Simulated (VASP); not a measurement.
A run of VASP 6.6.1:

The input INCAR:

```
SYSTEM = MgTlF4
  ALGO = Normal
  EDIFF = 1E-7
  EDIFFG = -0.01
  ENCUT = 600
  GGA = PE
  IBRION = 2
  ISIF = 3
  ISMEAR = 0
  LASPH = .True.
  LCHARG = .False.
  LREAL = .False.
  LWAVE = .False.
  NELM = 100
  NSW = 100
  PREC = Accurate
  SIGMA = 0.1
```

Contents of KPOINTS:

```
k-points
0
Gamma
  12 12 6
  0 0 0
```

The input POSCAR:

```
MgTlF4
1.0
    3.8360803020      0.0000000000      0.0000000000
   -1.9180401510      3.3221429925      0.0000000000
    0.0000000000      0.0000000000      6.5995890556
Mg Tl F
1 1 4
Direct
    0.0000000000      0.0000000000      0.0000000000
    0.0000000000      0.0000000000      0.5000000000
    0.3333333333      0.6666666667      0.1894061498
    0.3333333333      0.6666666667      0.8105938502
    0.6666666667      0.3333333333      0.1894061498
    0.6666666667      0.3333333333      0.8105938502
```

Potentials or basis: VASP PAW PBE potentials, release 64 (Mg, Tl_d, F).

Run with:

```bash
$ cat potpaw_PBE.64/Mg/POTCAR potpaw_PBE.64/Tl_d/POTCAR potpaw_PBE.64/F/POTCAR > POTCAR
$ mpirun -np 1 vasp_std > vasp.out
```

Hardware: 1 thread of Intel(R) Xeon(R) Platinum 8488C (Sapphire Rapids), on a shared host.

Question: How long does it take, and how much memory?

Answer: It took 6 min on 1 thread of Intel(R) Xeon(R) Platinum 8488C (Sapphire Rapids) (shared host), peak memory 0.37 GiB. Counts: scf iterations 31, k points 76, ion steps 3.
